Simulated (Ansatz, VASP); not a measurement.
**TiSi: VASP beside Ansatz**

```
Ti Si
1.0
     6.45181    0.00000    0.00000
     0.00000    3.62244    0.00000
     0.00000    0.00000    5.33608
Ti Si
4 4
Cartesian
  4.3621 0.9056 1.9775
  2.0897 2.7168 3.3586
  5.3156 2.7168 4.6455
  1.1362 0.9056 0.6906
  3.5106 0.9056 4.5550
  2.9412 2.7168 0.7811
  6.1672 2.7168 1.8870
  0.2847 0.9056 3.4491
```

Change from the starting cell: strain +0.0750 x Voigt [0, 0, 1, 0, 0, 0], atoms carried along.

Alike in both runs: task single point; functional PBEsol; k mesh 6 × 12 × 8; occupations gaussian, width 0.15 eV; no spin polarisation.

|  | VASP | Ansatz |
| --- | --- | --- |
| version | VASP 6.6.1 | Ansatz 0.2.0 |
| potentials or method | VASP PAW PBE potentials, release 64 (Ti_sv, Si), cutoff 520 eV | scalar-relativistic, plane waves, PAW |
| valence electrons in the cell | 64 | 64 |

Ansatz gave:

- gap on the k mesh at the Fermi level (eV): none
- pressure (GPa): -9.1
- traceless stress, the component that is largest in VASP (GPa): -10.25
- rms of the force components (eV/Å): 0.150

**Question.** What did VASP give for the same quantities?

**Answer.** gap on the k mesh at the Fermi level (eV): none; pressure (GPa): -9.0; traceless stress, the component that is largest in VASP (GPa): -10.28; rms of the force components (eV/Å): 0.151.

VASP's potentials were made for PBE, not for PBEsol. Atom by atom the forces differ by 0.002 eV/Å (rms over components). A gap of «none» marks a metal or a gap that the smearing closes.
